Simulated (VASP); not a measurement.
# Mo (Fm-3m) in VASP: a series of runs, part 2 of 2

VASP 6.6.1. The steps go on from the part before.

## 4. Single point, BLYP (volume scaled by 0.92)

File INCAR:

```
  AGGAC = 1.0
  AGGAX = 1.0
  ALDAC = 0.0
  ALDAX = 1.0
  ALGO = Normal
  EDIFF = 1E-7
  ENCUT = 520
  GGA = B5
  ISIF = 2
  ISMEAR = -1
  LASPH = True
  LCHARG = False
  LREAL = False
  LWAVE = False
  NBANDS = 13
  NELM = 80
  PREC = Accurate
  SIGMA = 0.1
```

File KPOINTS:

```
k-points
0
Gamma
  15 15 15
```

File POSCAR:

```
Mo
1.0
    0.0000000000      1.9719731568      1.9719731568
    1.9719731568      0.0000000000      1.9719731568
    1.9719731568      1.9719731568      0.0000000000
Mo
1
Direct
    0.0000000000      0.0000000000      0.0000000000
```

Potentials or basis: VASP PAW PBE potentials, release 64 (Mo_sv).

Launch:

```sh
cat potpaw_PBE.64/Mo_sv/POTCAR > POTCAR
mpirun -np 1 vasp_std > vasp.out
```

OUTCAR:

```text
EDIFF = 1E-7
   ENCUT = 520
   GGA = B5
   ISIF = 2
   ISMEAR = -1
   LASPH = True
   LREAL = False
   NELM = 80
   PREC = Accurate

 ion  position               nearest neighbor table
   1  0.000  0.000  0.000-

  LATTYP: Found a face centered cubic cell.
 ALAT       =     3.9439463136

  Lattice vectors:

 A1 = (   0.0000000000,   1.9719731568,   1.9719731568)
 A2 = (   1.9719731568,   0.0000000000,   1.9719731568)
 A3 = (   1.9719731568,   1.9719731568,   0.0000000000)

Analysis of symmetry for initial positions (statically):
=====================================================================
 Subroutine PRICEL returns:
 Original cell was already a primitive cell.

 Routine SETGRP: Setting up the symmetry group for a
 face centered cubic supercell.

 Subroutine GETGRP returns: Found 48 space group operations
 (whereof 48 operations were pure point group operations)
 out of a pool of 48 trial point group operations.

The static configuration has the point symmetry O_h .

Analysis of symmetry for dynamics (positions and initial velocities):
=====================================================================
 Subroutine PRICEL returns:
 Original cell was already a primitive cell.

 Routine SETGRP: Setting up the symmetry group for a
 face centered cubic supercell.

 Subroutine GETGRP returns: Found 48 space group operations
 (whereof 48 operations were pure point group operations)
 out of a pool of 48 trial point group operations.

The dynamic configuration has the point symmetry O_h .

 Subroutine INISYM returns: Found 48 space group operations
 (whereof 48 operations are pure point group operations),
 and found     1 'primitive' translations

----------------------------------------------------------------------------------------

                                     Primitive cell

  volume of cell :      15.3367

  direct lattice vectors                    reciprocal lattice vectors
     0.000000000  1.971973157  1.971973157    -0.253553147  0.253553147  0.253553147
     1.971973157  0.000000000  1.971973157     0.253553147 -0.253553147  0.253553147
[... 107 lines left out ...]
   LORBIT       =      0    0 simple, 1 ext, 2 COOP (PROOUT), +10 PAW based schemes
   GGA     = B5    functional components
   LHFCALC =     F    Hartree Fock is set to
   AEXX    =    0.0000 exact exchange contribution
   IVDW    =     0    specifies the selected vdW correction
   LEPSILON=     F    determine dielectric tensor
   LRPA    =     F    only Hartree local field effects (RPA)
 non-spin polarized calculation
  energy-cutoff  :      520.00
  volume of cell :       15.34
 maximum number of plane-waves:       424
 NGX is ok and might be reduce to    24
   NGX = 11   NGY = 11   NGZ = 11

 number of electron      13.9999999 magnetization

 Free energy of the ion-electron system (eV)
  ---------------------------------------------------
  ext. energy  EPLUGINS =         0.00000000
  ---------------------------------------------------
  free energy    TOTEN  =        -9.03933808 eV

  energy without entropy =       -8.99677801  energy(sigma->0) =       -9.01805805

 E-fermi :  13.0297     XC(G=0): -12.8315

 val. band max:       13.0169599109   @ k =  -0.3333   0.4667   0.1333
 cond. band min:      13.0350714192   @ k =   0.3333   0.1333   0.0667
 fundamental gap:      0.0181115083
 Fermi energy:        13.0296831682

 k-point     1 :       0.0000    0.0000    0.0000
  band No.  band energies     occupation
      1     -47.5012      2.00000
      2     -20.8716      2.00000
      3     -20.8716      2.00000
      4     -20.8716      2.00000
      5       6.3766      2.00000
      6      12.1947      1.99953
      7      12.1947      1.99953
      8      12.1947      1.99953
      9      15.0279      0.00000
     10      15.0279      0.00000
     11      26.3238      0.00000
     12      31.7891      0.00000
     13      31.7891      0.00000
[... 354 lines left out ...]
  band No.  band energies     occupation
      1     -47.4061      2.00000
      2     -21.3079      2.00000
      3     -21.0085      2.00000
      4     -20.9960      2.00000
      5       7.8913      2.00000
      6      11.0043      2.00000
      7      12.9661      1.30772
      8      13.0985      0.66904
      9      13.8901      0.00037
     10      15.4933      0.00000
     11      29.1950      0.00000
     12      29.8898      0.00000
     13      32.8800      0.00000

 [... further k-points ...]
[... 5 lines left out ...]
  --------------------------------------------------------------------------------------
  -------------------------------------------------------------------------------------
  Total        2.1734898      2.1734898      2.1734898      0.0000000     -0.0000000      0.0000000
  in kB      227.0571550    227.0571550    227.0571550      0.0000000     -0.0000000      0.0000000
  external PRESSURE =     227.0571550 kB  Pullay stress =       0.0000000 kB

 VOLUME and BASIS-vectors are now :
 -----------------------------------------------------------------------------
  energy-cutoff  :      520.00
  volume of cell :       15.34
      direct lattice vectors                 reciprocal lattice vectors
     0.000000000  1.971973157  1.971973157    -0.253553147  0.253553147  0.253553147
     1.971973157  0.000000000  1.971973157     0.253553147 -0.253553147  0.253553147
     1.971973157  1.971973157  0.000000000     0.253553147  0.253553147 -0.253553147

 POSITION                                       TOTAL-FORCE (eV/Angst)
 -----------------------------------------------------------------------------------
      0.00000      0.00000      0.00000         0.000000      0.000000      0.000000
 -----------------------------------------------------------------------------------
    total drift:                               -0.000000     -0.000000     -0.000000

  FREE ENERGIE OF THE ION-ELECTRON SYSTEM (eV)
  ---------------------------------------------------
  free  energy   TOTEN  =        -9.0393380777 eV

  energy  without entropy=       -8.9967780127  energy(sigma->0) =       -9.01805805
```

Wall time 17 s (1 thread of AMD EPYC 9R45 (Zen 5), shared host); peak memory 0.12 GiB.

What came out:

* Free energy: -9.0393 eV
* Pressure: 22.7 GPa
* Band gap on the k mesh: zero (band 7 reaches 17.15 eV, above the bottom of band 8 at 12.19 eV)

Caveat: the PAW data sets were made with another functional, which shifts forces and pressure a little.

## 5. Single point, BLYP (volume scaled by 0.96)

File INCAR:

```
PREC = Accurate ; ENCUT = 520
EDIFF = 1E-6 ; ISMEAR = -1
SIGMA = 0.1 ; LREAL = F
LASPH = T ; NELM = 100
ALGO = Normal ; ISIF = 2
LWAVE = F ; LCHARG = F
GGA = B5 ; ALDAX = 1.0
AGGAX = 1.0 ; AGGAC = 1.0
ALDAC = 0.0 ; NBANDS = 13
```

File KPOINTS:

```
Automatic mesh
0
Gamma
  15 15 15
```

File POSCAR:

```
Mo
1.0
    0.0000000000      2.0001480084      2.0001480084
    2.0001480084      0.0000000000      2.0001480084
    2.0001480084      2.0001480084      0.0000000000
Mo
1
Direct
    0.0000000000      0.0000000000      0.0000000000
```

Launch:

```sh
cat potpaw_PBE.64/Mo_sv/POTCAR > POTCAR
mpirun -np 1 vasp_std > vasp.out
```

Run time: 15 s. Hardware: 1 thread of AMD EPYC 9R45 (Zen 5), shared host; peak memory 0.12 GiB.

Results (log left out):

```
Free energy            : -9.1085 eV
Pressure               : 10.8 GPa
Band gap on the k mesh : zero (band 7 reaches 16.24 eV, above the bottom of band 8 at 11.59 eV)
```

Levels at points of the mesh, in eV from the Fermi level:
```csv
k point,band 5,band 6,band 7,band 8,band 9,band 10
"(0.00, 0.00, 0.00)",-6.54,-0.77,-0.77,-0.77,1.90,1.90
```

Caveat: the PAW data sets were made with another functional, which shifts forces and pressure a little.

## 6. Summary

| cell | k mesh | gap on the mesh (eV) | pressure (GPa) |
| --- | --- | --- | --- |
| a = 2.867 Å, angles 60.0°, 1 atom | 14 × 14 × 14 | none | 0.8 |
| a = 2.748 Å, angles 60.0°, 1 atom | 15 × 15 × 15 | none | 37.3 |
| a = 2.789 Å, angles 60.0°, 1 atom | 15 × 15 × 15 | none | 22.7 |
| a = 2.829 Å, angles 60.0°, 1 atom | 15 × 15 × 15 | none | 10.8 |

Alike in all rows: task single point; level BLYP; potentials or basis VASP PAW PBE potentials, release 64 (Mo_sv); no spin polarisation; cutoff (eV) 520; smearing fermi-dirac 0.1 eV.

Caveats: the PAW data sets were made with another functional, which shifts forces and pressure a little.

Total energies depend on the potentials used, so only differences within one code and one set of settings carry meaning.
